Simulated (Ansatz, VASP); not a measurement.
**LiBr in VASP and in Ansatz**

File INCAR:

```
SYSTEM = LiBr
PREC     = Accurate       ! precision mode
ENCUT    = 750            ! plane-wave cutoff, eV
EDIFF    = 1E-6           ! SCF threshold, eV
ISMEAR   = -1             ! smearing method
SIGMA    = 0.08           ! smearing width, eV
LREAL    = .False.        ! projectors in reciprocal space
LASPH    = .True.         ! aspherical terms in the spheres
NELM     = 120            ! most SCF steps
ALGO     = Normal         ! electronic algorithm
ISIF     = 2              ! what is computed and relaxed
LWAVE    = .False.        ! write WAVECAR
LCHARG   = .True.         ! write CHGCAR
GGA      = PE             ! functional
LELF     = .True.         ! ELF
LVHAR    = .True.       
NBANDS   = 12             ! bands
GGA_COMPAT= .False.
```

The input KPOINTS:

```
regular mesh
0
Gamma
  12 12 12
  0 0 0
```

The input POSCAR:

```
LiBr
1.0
    0.0000000000      2.7910436013      2.7910436013
    2.7910436013      0.0000000000      2.7910436013
    2.7910436013      2.7910436013      0.0000000000
Li Br
1 1
Direct
    0.0000000000      0.0000000000      0.0000000000
    0.5000000000      0.5000000000      0.5000000000
```

Input for Ansatz:

```yaml
crystal:
  lattice:
    - [0.0, 2.7910436013, 2.7910436013]
    - [2.7910436013, 0.0, 2.7910436013]
    - [2.7910436013, 2.7910436013, 0.0]
  atoms:
    - { symbol: Li, position: [0.0, 0.0, 0.0] }
    - { symbol: Br, position: [0.5, 0.5, 0.5] }
kpoints:
  mp_grid: { grid: [12, 12, 12] }
scf:
  occupations: { method: fermi_dirac, width: 0.08 }
hamiltonian:
  xc: pbe
  pseudopotentials: { kind: all_electron, lapw: { basis_error: 0.001 } }
output:
  forces: true
  stress: true
  eigenvalues: true
```

Change from the starting cell: volume scaled by 1.04.

Alike in both runs: task single point; functional PBE; k mesh 12 × 12 × 12; occupations fermi-dirac, width 0.08 eV; no spin polarisation.

|  | VASP | Ansatz |
| --- | --- | --- |
| version | VASP 6.6.1 | Ansatz 0.2.0 |
| potentials or method | VASP PAW PBE potentials, release 64 (Li_sv, Br), cutoff 750 eV | all-electron LAPW, scalar-relativistic |

VASP gave:

```
gap on the k mesh at the Fermi level (eV) : 4.75
pressure (GPa)                            : -1.0
```

**Question.** Which values does Ansatz return?

**Answer.** gap on the k mesh at the Fermi level (eV): 4.75; pressure (GPa): -0.9.

Ansatz ran all-electron here, and VASP with PAW potentials.
